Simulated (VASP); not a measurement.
A run of VASP 6.6.1:

INCAR

```
SYSTEM = Cs
PREC = Accurate ; ENCUT = 520
EDIFF = 1E-7 ; ISMEAR = 0
SIGMA = 0.1 ; LREAL = .False.
LASPH = .True. ; NELM = 60
ALGO = Normal ; ISIF = 2
LWAVE = .False. ; LCHARG = .False.
GGA = PS ; NBANDS = 10
```

The input KPOINTS:

```
regular mesh
0
Gamma
  6 6 6
  0 0 0
```

POSCAR

```
Cs
1.0
    0.0000000000      3.9483357400      3.9483357400
    3.9483357400      0.0000000000      3.9483357400
    3.9483357400      3.9483357400      0.0000000000
Cs
1
Direct
    0.0000000000      0.0000000000      0.0000000000
```

Potentials or basis: VASP PAW PBE potentials, release 64 (Cs_sv).

Launch:

```sh
$ cat potpaw_PBE.64/Cs_sv/POTCAR > POTCAR
$ mpirun -np 1 vasp_std > vasp.out
```

Hardware: 1 thread of Intel(R) Xeon(R) Platinum 8488C (Sapphire Rapids), on a shared host.

Task: How long does it take, and how much memory?

Result: Run time: 24 s on 1 thread of Intel(R) Xeon(R) Platinum 8488C (Sapphire Rapids), on a shared host, peak memory 0.24 GiB. Counts: scf iterations 11, k points 16.
